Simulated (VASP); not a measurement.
A run of VASP 6.6.1 is set up as follows.

INCAR

```
SYSTEM = WC
PREC = Accurate
ENCUT = 520
EDIFF = 1E-8
ISMEAR = -1
SIGMA = 0.05
LREAL = .False.
LASPH = .True.
NELM = 100
ALGO = Normal
ISIF = 2
LWAVE = .False.
LCHARG = .False.
GGA = PS
LEFG = .True.
NBANDS = 16
```

Contents of KPOINTS:

```
regular mesh
0
Gamma
  14 14 13
  0 0 0
```

File POSCAR:

```
WC
1.0
    2.8424914073      0.0000000000      0.0000000000
   -1.4212457036      2.4616697688      0.0000000000
    0.0000000000      0.0000000000      2.8290000000
W C
1 1
Direct
    0.0000000000      0.0000000000      0.0000000000
    0.6666666667      0.3333333333      0.5000000000
```

Potentials or basis: VASP PAW PBE potentials, release 64 (W_sv, C).

Command:

```bash
$ cat potpaw_PBE.64/W_sv/POTCAR potpaw_PBE.64/C/POTCAR > POTCAR
$ mpirun -np 1 vasp_std > vasp.out
```

(1) Estimate the band gap on the k mesh.

(2) Predict the pressure.

Answers

(1) zero (band 9 reaches 12.25 eV, above the bottom of band 10 at 10.98 eV).

(2) 17.9 GPa.

Caveat: the cell differs from its parent crystal (equal xx and yy strain of -2 %); without QUAD_EFG the Cq values of the log hold for a quadrupole moment of 1 mb, not for the nuclei; the PAW data sets were made with another functional, which shifts forces and pressure a little; spin-orbit coupling is left out, which moves the levels of the heavy elements.
